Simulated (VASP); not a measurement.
Al3O, 4 atoms in the cell. The cell holds a slab with vacuum, 4 atoms: a = 2.857 Å, b = 2.857 Å, c = 19.675 Å, α = 90.00°, β = 90.00°, γ = 90.00°. 

* Program: VASP 6.6.1
* Task: single point
* Functional: PBE
* Potentials or basis: VASP PAW PBE potentials, release 64 (Al, O)
* Cutoff: 520 eV
* k mesh: 9 × 9 × 1
* Occupations: gaussian, width 0.1 eV
* Spin: no spin polarisation
* Dipole correction: yes
* Further INCAR settings: ALGO = Normal; EDIFF = 1e-06; NBANDS = 16

Potentials or basis: VASP PAW PBE potentials, release 64 (Al, O).

Run with:

```sh
$ cat potpaw_PBE.64/Al/POTCAR potpaw_PBE.64/O/POTCAR > POTCAR
$ mpirun -np 1 vasp_std > vasp.out
```

Hardware: 1 thread of Intel Xeon 6975P-C (shared host).

Task: Estimate the wall time of this run.

Result: Run time: 62 s on 1 thread of Intel Xeon 6975P-C, with other jobs on the host, peak memory 0.28 GiB. Counts: scf iterations 27, k points 15.
